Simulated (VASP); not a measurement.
**In: single point with PBE**

Crystal: In.

```
In
1.0
     0.00000    2.39570    2.39570
     2.39570    0.00000    2.39570
     2.39570    2.39570    0.00000
In
1
Direct
  0.00000 0.00000 0.00000
```

* Program: VASP 6.6.1
* Task: single point
* Functional: PBE
* Potentials or basis: VASP PAW PBE potentials, release 64 (In_d)
* Cutoff: 500 eV
* k mesh: 4 × 4 × 4
* Occupations: fermi-dirac, width 0.15 eV
* Spin: no spin polarisation
* Dipole correction: no
* Further INCAR settings: ALGO = Normal; EDIFF = 1e-06; NBANDS = 12

* Pressure: 2.3 GPa

Levels at points of the mesh, in eV from the Fermi level:
```
           k point  band 2  band 3  band 4  band 5  band 6  band 7  band 8  band 9  band 10  band 11
(0.00, 0.00, 0.00)  -14.33  -14.33  -14.18  -14.18   -8.99   10.34   10.34   10.34    11.63    13.80
(0.50, 0.00, 0.00)  -14.32  -14.32  -14.05  -14.05   -4.07   -2.95    8.29    8.29    10.95    12.44
(0.50, 0.50, 0.00)  -14.44  -14.06  -14.01  -14.01   -1.97   -1.84    4.14    4.14     7.33     7.62
```

It took 5.2 s on 1 thread of Intel Xeon 6975P-C (shared host), peak memory 0.15 GiB.

Caveat: the k points lie up to 0.57 Å⁻¹ apart; spin-orbit coupling is left out, which moves the levels of the heavy elements.
